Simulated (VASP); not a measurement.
# Bi2Te3 (R-3m) in VASP: further runs

Runs on Bi2Te3. Level: PBEsol. Tasks: electric field gradients.

All numbers are computed with VASP 6.6.1; they aren't measurements. Logs are shortened: lines on timing, memory, paths and dates and some standing lists are left out, and cuts for length are marked.

## Step 1: The cell of the first run

It takes space group R-3m (No. 166, trigonal). Conventional cell: a = 4.386 Å, b = 4.386 Å, c = 29.582 Å, α = 90.00°, β = 90.00°, γ = 120.00°. Bi (site symmetry 3m) has 6 Te at 3.05 to 3.21 Å within 4.0 Å. Te (site symmetry -3m) has 6 Bi at 3.21 Å within 4.2 Å. Within 4.0 Å of Te (site symmetry 3m) lie 3 Bi at 3.05 Å and 3 Te at 3.58 Å.

## Step 2: Electric field gradients, PBEsol (zz strain of -3 %)

File INCAR:

```
ALGO     = Normal         # electronic algorithm
EDIFF    = 1E-8           # SCF threshold, eV
ENCUT    = 520            # plane-wave cutoff, eV
GGA      = PS             # functional
ISIF     = 2              # what is computed and relaxed
ISMEAR   = -1             # smearing method
LASPH    = True           # aspherical terms in the spheres
LCHARG   = False          # write CHGCAR
LEFG     = True         
LREAL    = False          # projectors in reciprocal space
LWAVE    = False          # write WAVECAR
NBANDS   = 32             # bands
NELM     = 80             # most SCF steps
PREC     = Accurate       # precision mode
SIGMA    = 0.08           # smearing width, eV
```

File KPOINTS:

```
k-points
0
Gamma
  7 7 7
```

File POSCAR:

```
Bi2Te3
1.0
    2.1930005584      1.2661294627      9.8606999000
   -2.1930005584      1.2661294627      9.8606999000
    0.0000000000     -2.5322589254      9.8606999000
Bi Te
2 3
Direct
    0.4000000000      0.4000000000      0.4000000000
    0.6000000000      0.6000000000      0.6000000000
    0.0000000000      0.0000000000      0.0000000000
    0.2095000000      0.2095000000      0.2095000000
    0.7905000000      0.7905000000      0.7905000000
```

Potentials or basis: VASP PAW PBE potentials, release 64 (Bi_d, Te).

Launch:

```
$ cat potpaw_PBE.64/Bi_d/POTCAR potpaw_PBE.64/Te/POTCAR > POTCAR
$ mpirun -np 1 vasp_std > vasp.out
```

OUTCAR:

```text
EDIFF = 1E-8
   ENCUT = 520
   GGA = PS
   ISIF = 2
   ISMEAR = -1
   LASPH = True
   LREAL = False
   NELM = 80
   PREC = Accurate

 ion  position               nearest neighbor table
   1  0.400  0.400  0.400-   5 3.05   5 3.05   5 3.05   3 3.21   3 3.21   3 3.21
   2  0.600  0.600  0.600-   4 3.05   4 3.05   4 3.05   3 3.21   3 3.21   3 3.21
   3  0.000  0.000  0.000-   2 3.21   1 3.21   2 3.21   2 3.21   1 3.21   1 3.21
   4  0.209  0.209  0.209-   2 3.05   2 3.05   2 3.05   5 3.58   5 3.58   5 3.58
   5  0.791  0.791  0.791-   1 3.05   1 3.05   1 3.05   4 3.58   4 3.58   4 3.58

  LATTYP: Found a trigonal (rhomboedric) cell.
 ALAT       =    10.1806550763
 COS(alpha) =     0.9071982784

  Lattice vectors:

 A1 = (   2.1930005584,   1.2661294627,   9.8606999000)
 A2 = (  -2.1930005584,   1.2661294627,   9.8606999000)
 A3 = (   0.0000000000,  -2.5322589254,   9.8606999000)

Analysis of symmetry for initial positions (statically):
=====================================================================
 Subroutine PRICEL returns:
 Original cell was already a primitive cell.

 Routine SETGRP: Setting up the symmetry group for a
 trigonal (rhombohedral) supercell.

 Subroutine GETGRP returns: Found 12 space group operations
 (whereof 12 operations were pure point group operations)
 out of a pool of 12 trial point group operations.

The static configuration has the point symmetry D_3d.

Analysis of symmetry for dynamics (positions and initial velocities):
=====================================================================
 Subroutine PRICEL returns:
 Original cell was already a primitive cell.

 Routine SETGRP: Setting up the symmetry group for a
 trigonal (rhombohedral) supercell.

 Subroutine GETGRP returns: Found 12 space group operations
 (whereof 12 operations were pure point group operations)
 out of a pool of 12 trial point group operations.

The dynamic configuration has the point symmetry D_3d.

 Subroutine INISYM returns: Found 12 space group operations
 (whereof 12 operations are pure point group operations),
 and found     1 'primitive' translations

----------------------------------------------------------------------------------------

                                     Primitive cell

  volume of cell :     164.2767

  direct lattice vectors                    reciprocal lattice vectors
     2.193000558  1.266129463  9.860699900     0.227998118  0.131634775  0.033804227
    -2.193000558  1.266129463  9.860699900    -0.227998118  0.131634775  0.033804227
     0.000000000 -2.532258925  9.860699900     0.000000000 -0.263269550  0.033804227

  length of vectors
    10.180655076 10.180655076 10.180655076     0.265430935  0.265430935  0.265430935

  position of ions in fractional coordinates (direct lattice)
     0.400000000  0.400000000  0.400000000
     0.600000000  0.600000000  0.600000000
     0.000000000  0.000000000  0.000000000
     0.209500000  0.209500000  0.209500000
     0.790500000  0.790500000  0.790500000

  ion indices of the primitive-cell ions
   primitive index   ion index
                 1           1
                 2           2
                 3           3
                 4           4
                 5           5

----------------------------------------------------------------------------------------

 KPOINTS: k-points

Automatic generation of k-mesh.
 Grid dimensions read from file:
 generate k-points for:    7    7    7

 Generating k-lattice:

  Cartesian coordinates                     Fractional coordinates (reciprocal lattice)
[... 48 lines left out ...]
   NGX,Y,Z   is equivalent  to a cutoff of  13.06, 13.06, 13.06 a.u.
   NGXF,Y,Z  is equivalent  to a cutoff of  26.13, 26.13, 26.13 a.u.
 SYSTEM =  unknown system
   PREC   = accura    normal or accurate (medium, high low for compatibility)
   ISTART =      0    job   : 0-new  1-cont  2-samecut
   ICHARG =      2    charge: 1-file 2-atom 10-const
   ISPIN  =      1    spin polarized calculation?
   LNONCOLLINEAR =      F non collinear calculations
   LSORBIT =      F    spin-orbit coupling
   LASPH  =      T    aspherical Exc in radial PAW
   ENCUT  =  520.0 eV  38.22 Ry    6.18 a.u.  18.93 18.93 18.93*2*pi/ulx,y,z
   NELM   =     80;   NELMIN=  2; NELMDL= -5     # of ELM steps
   EDIFF  = 0.1E-07   stopping-criterion for ELM
   LREAL  =      F    real-space projection
   EDIFFG = 0.1E-06   stopping-criterion for IOM
   NSW    =      0    number of steps for IOM
   IBRION =     -1    ionic relax: 0-MD 1-quasi-New 2-CG
   NFREE  =      0    steps in history (QN), initial steepest desc. (CG)
   ISIF   =      2    stress and relaxation
   ISYM   =      2    0-nonsym 1-usesym 2-fastsym
   POTIM  = 0.5000    time-step for ionic-motion
   TEBEG  =    0.0;   TEEND  =   0.0 temperature during run
   PSTRESS=    0.0 pullay stress
   NELECT =      48.0000    total number of electrons
   NUPDOWN=      -1.0000    fix difference up-down
   EMIN   =  10.00;   EMAX   =-10.00  energy-range for DOS
   EFERMI =   0.00;   METHOD = LEGACY
   ISMEAR =    -1;   SIGMA  =   0.08  broadening in eV -4-tet -1-fermi 0-gaus
   EFERMI_NEDOS =   21; number of points for ismear=-14 and -15
   IALGO  =     38    algorithm
   IMIX   =      4    mixing-type and parameters
     AMIX     =   0.40;   BMIX     =  1.00
     AMIX_MAG =   1.60;   BMIX_MAG =  1.00
  volume/ion in A,a.u.               =      32.86       221.72
  Fermi-wavevector in a.u.,A,eV,Ry     =   1.086334  2.052873 16.056523  1.180121
  Thomas-Fermi vector in A             =   2.222468
   LORBIT       =      0    0 simple, 1 ext, 2 COOP (PROOUT), +10 PAW based schemes
   GGA     = PS    functional components
   LHFCALC =     F    Hartree Fock is set to
   AEXX    =    0.0000 exact exchange contribution
   IVDW    =     0    specifies the selected vdW correction
   LEPSILON=     F    determine dielectric tensor
   LRPA    =     F    only Hartree local field effects (RPA)
 non-spin polarized calculation
  energy-cutoff  :      520.00
  volume of cell :      164.28
 maximum number of plane-waves:      4446
 NGX is ok and might be reduce to    80
   NGX = 37   NGY = 37   NGZ = 37

 number of electron      47.9999998 magnetization

 Free energy of the ion-electron system (eV)
  ---------------------------------------------------
  ext. energy  EPLUGINS =         0.00000000
  ---------------------------------------------------
  free energy    TOTEN  =       -20.27911697 eV

  energy without entropy =      -20.27680265  energy(sigma->0) =      -20.27795981

 E-fermi :   6.5092     XC(G=0):  -9.6255

 val. band max:        6.4180565695   @ k =   0.0000   0.0000   0.0000
 cond. band min:       6.5386430482   @ k =   0.0000   0.0000   0.0000
 fundamental gap:      0.1205864788
 Fermi energy:         6.5092443735

 k-point     1 :       0.0000    0.0000    0.0000
  band No.  band energies     occupation
      1     -16.6848      2.00000
      2     -16.6848      2.00000
      3     -16.6828      2.00000
      4     -16.6828      2.00000
      5     -16.6730      2.00000
      6     -16.6715      2.00000
[... 829 lines left out ...]
     31      10.6814      0.00000
     32      10.7284      0.00000

 [... further k-points ...]

------------------------ aborting loop because EDIFF is reached ----------------------------------------

  FORCE on cell =-STRESS in cart. coord.  units (eV):
  Direction    XX          YY          ZZ          XY          YZ          ZX
  --------------------------------------------------------------------------------------
  -------------------------------------------------------------------------------------
  Total        0.9249661      0.9249661      1.6900477      0.0000000     -0.0000000      0.0000000
  in kB        9.0211222      9.0211222     16.4829026      0.0000000     -0.0000000      0.0000000
  external PRESSURE =      11.5083823 kB  Pullay stress =       0.0000000 kB

 VOLUME and BASIS-vectors are now :
 -----------------------------------------------------------------------------
  energy-cutoff  :      520.00
  volume of cell :      164.28
      direct lattice vectors                 reciprocal lattice vectors
     2.193000558  1.266129463  9.860699900     0.227998118  0.131634775  0.033804227
    -2.193000558  1.266129463  9.860699900    -0.227998118  0.131634775  0.033804227
     0.000000000 -2.532258925  9.860699900     0.000000000 -0.263269550  0.033804227

 POSITION                                       TOTAL-FORCE (eV/Angst)
 -----------------------------------------------------------------------------------
      0.00000      0.00000     11.83284         0.000000     -0.000000     -0.037941
      0.00000      0.00000     17.74926         0.000000      0.000000      0.037941
      0.00000      0.00000      0.00000         0.000000     -0.000000     -0.000000
      0.00000      0.00000      6.19745         0.000000      0.000000     -0.158235
      0.00000      0.00000     23.38465         0.000000     -0.000000      0.158235
 -----------------------------------------------------------------------------------
    total drift:                               -0.000000     -0.000000     -0.000000

  FREE ENERGIE OF THE ION-ELECTRON SYSTEM (eV)
  ---------------------------------------------------
  free  energy   TOTEN  =       -20.2791169688 eV

  energy  without entropy=      -20.2768026509  energy(sigma->0) =      -20.27795981

 Electric field gradients (V/A^2)
---------------------------------------------------------------------
 ion       V_xx      V_yy      V_zz      V_xy      V_xz      V_yz
---------------------------------------------------------------------
   1      -4.873    -4.873     9.746     0.000     0.000     0.000
   2      -4.873    -4.873     9.746     0.000    -0.000     0.000
   3     -32.874   -32.874    65.748     0.000    -0.000     0.000
   4       3.859     3.859    -7.719    -0.000     0.000     0.000
   5       3.859     3.859    -7.719    -0.000    -0.000     0.000
---------------------------------------------------------------------

 Electric field gradients after diagonalization (V/A^2)
 (convention: |V_zz| > |V_xx| > |V_yy|)
----------------------------------------------------------------------
 ion       V_xx      V_yy      V_zz     asymmetry (V_yy - V_xx)/ V_zz
----------------------------------------------------------------------
   1      -4.873    -4.873     9.746       0.000
   2      -4.873    -4.873     9.746       0.000
   3     -32.874   -32.874    65.748       0.000
   4       3.859     3.859    -7.719       0.000
   5       3.859     3.859    -7.719       0.000
----------------------------------------------------------------------

           NMR quadrupolar parameters

 Cq : quadrupolar parameter    Cq=e*Q*V_zz/h
 eta: asymmetry parameters     (V_yy - V_xx)/ V_zz
 Q  : nuclear electric quadrupole moment in mb (millibarn)
----------------------------------------------------------------------
 ion       Cq(MHz)       eta       Q (mb)
----------------------------------------------------------------------
   1       0.024       0.000       1.000
   2       0.024       0.000       1.000
   3       0.159       0.000       1.000
   4      -0.019       0.000       1.000
   5      -0.019       0.000       1.000
----------------------------------------------------------------------
```

Wall time 15 min (1 thread of Intel Xeon 6975P-C (Granite Rapids), shared host); peak memory 0.99 GiB.

Results:

```yaml
Free_energy: -20.2791 eV
Pressure: 1.2 GPa
Largest_force: 0.158 eV/Å
Band_gap_on_the_k_mesh: 0.12 eV
Largest_electric_field_gradient_by_atom: Bi +9.7; Te +65.7, -7.7 (each value once) V/Å²
```

Forces in eV/Å, atoms in the order of the input:
```
Bi   0.000  0.000 -0.038
Bi   0.000  0.000  0.038
Te   0.000  0.000  0.000
Te   0.000  0.000 -0.158
Te   0.000  0.000  0.158
```

Electric field gradients, principal values (V/Å²):
```csv
atom,least,middle,greatest (by size)
1 Bi,-4.873,-4.873,9.746
2 Bi,-4.873,-4.873,9.746
3 Te,-32.874,-32.874,65.748
4 Te,3.859,3.859,-7.719
5 Te,3.859,3.859,-7.719
```

Caveat: the cell differs from its parent crystal (zz strain of -3 %); without QUAD_EFG the Cq values of the log hold for a quadrupole moment of 1 mb, not for the nuclei; the PAW data sets were made with another functional, which shifts forces and pressure a little; spin-orbit coupling is left out, which moves the levels of the heavy elements.

## Step 3: Electric field gradients, PBEsol (zz strain of -3 %)

File INCAR:

```
SYSTEM = Bi2Te3
PREC = Accurate
ENCUT = 520
EDIFF = 1E-8
ISMEAR = -1
SIGMA = 0.08
LREAL = .False.
LASPH = .True.
NELM = 100
ALGO = Normal
ISIF = 2
LWAVE = .False.
LCHARG = .False.
GGA = PS
LEFG = .True.
NBANDS = 32
```

File KPOINTS:

```
Automatic mesh
0
Gamma
  7 7 7
  0 0 0
```

POSCAR is that of step 2.

Potentials or basis: VASP PAW PBE potentials, release 64 (Bi_d, Te).

Launch:

```
$ cat potpaw_PBE.64/Bi_d/POTCAR potpaw_PBE.64/Te/POTCAR > POTCAR
$ mpirun -np 1 vasp_std > vasp.out
```

OUTCAR:

```text
SYSTEM = Bi2Te3
   PREC = Accurate
   ENCUT = 520
   EDIFF = 1E-8
   ISMEAR = -1
   LREAL = .False.
   LASPH = .True.
   NELM = 100
   ISIF = 2
   GGA = PS

 ion  position               nearest neighbor table
   1  0.400  0.400  0.400-   5 3.05   5 3.05   5 3.05   3 3.21   3 3.21   3 3.21
   2  0.600  0.600  0.600-   4 3.05   4 3.05   4 3.05   3 3.21   3 3.21   3 3.21
   3  0.000  0.000  0.000-   2 3.21   1 3.21   2 3.21   2 3.21   1 3.21   1 3.21
   4  0.209  0.209  0.209-   2 3.05   2 3.05   2 3.05   5 3.58   5 3.58   5 3.58
   5  0.791  0.791  0.791-   1 3.05   1 3.05   1 3.05   4 3.58   4 3.58   4 3.58

  LATTYP: Found a trigonal (rhomboedric) cell.
 ALAT       =    10.1806550763
 COS(alpha) =     0.9071982784

  Lattice vectors:
[... 1073 lines left out ...]
   1      -4.873    -4.873     9.746     0.000     0.000     0.000
   2      -4.873    -4.873     9.746     0.000     0.000     0.000
   3     -32.874   -32.874    65.748    -0.000    -0.000     0.000
   4       3.859     3.859    -7.719    -0.000     0.000     0.000
   5       3.859     3.859    -7.719    -0.000    -0.000     0.000
---------------------------------------------------------------------

 Electric field gradients after diagonalization (V/A^2)
 (convention: |V_zz| > |V_xx| > |V_yy|)
----------------------------------------------------------------------
 ion       V_xx      V_yy      V_zz     asymmetry (V_yy - V_xx)/ V_zz
----------------------------------------------------------------------
   1      -4.873    -4.873     9.746       0.000
   2      -4.873    -4.873     9.746       0.000
   3     -32.874   -32.874    65.748       0.000
   4       3.859     3.859    -7.719       0.000
   5       3.859     3.859    -7.719       0.000
----------------------------------------------------------------------

           NMR quadrupolar parameters

 Cq : quadrupolar parameter    Cq=e*Q*V_zz/h
 eta: asymmetry parameters     (V_yy - V_xx)/ V_zz
 Q  : nuclear electric quadrupole moment in mb (millibarn)
----------------------------------------------------------------------
 ion       Cq(MHz)       eta       Q (mb)
----------------------------------------------------------------------
   1       0.024       0.000       1.000
   2       0.024       0.000       1.000
   3       0.159       0.000       1.000
   4      -0.019       0.000       1.000
   5      -0.019       0.000       1.000
----------------------------------------------------------------------
```

stdout:

```text
POSCAR found type information on POSCAR BiTe
 POSCAR found :  2 types and       5 ions
 scaLAPACK will be used
 -----------------------------------------------------------------------------
|                                                                             |
|                                                                             |
|     You enforced a specific xc type in the INCAR file but a different       |
|     I HOPE YOU KNOW WHAT YOU ARE DOING!                                     |
|                                                                             |
 -----------------------------------------------------------------------------

 LDA part: xc-table for (Slater+PW92), standard interpolation
 POSCAR, INCAR and KPOINTS ok, starting setup
 FFT: planning ... GRIDC
 FFT: planning ... GRID_SOFT
 FFT: planning ... GRID
 WAVECAR not read
 entering main loop
ion   1

ion   2

ion   3

ion   4

ion   5
```

Wall time 34 min (1 thread of Oxide Virtual Turin-like, shared host); peak memory 0.96 GiB.

Results:

```yaml
Free_energy: -20.2791 eV
Pressure: 1.2 GPa
Largest_force: 0.158 eV/Å
Band_gap_on_the_k_mesh: 0.12 eV
Largest_electric_field_gradient_by_atom: Bi +9.7; Te +65.7, -7.7 (each value once) V/Å²
```

Forces on the atoms (eV/Å):
```
Bi   0.000  0.000 -0.038
Bi   0.000  0.000  0.038
Te   0.000  0.000  0.000
Te   0.000  0.000 -0.158
Te   0.000  0.000  0.158
```

Stress tensor (GPa, compression positive):
```
0.90 0.00 0.00
0.00 0.90 0.00
0.00 0.00 1.65
```

Electric field gradients, principal values (V/Å²):
```
atom    least   middle  greatest (by size)
1 Bi   -4.873   -4.873               9.746
2 Bi   -4.873   -4.873               9.746
3 Te  -32.874  -32.874              65.748
4 Te    3.859    3.859              -7.719
5 Te    3.859    3.859              -7.719
```

Caveat: the cell differs from its parent crystal (zz strain of -3 %); without QUAD_EFG the Cq values of the log hold for a quadrupole moment of 1 mb, not for the nuclei; the PAW data sets were made with another functional, which shifts forces and pressure a little; spin-orbit coupling is left out, which moves the levels of the heavy elements.

[end of part 1 of 2]
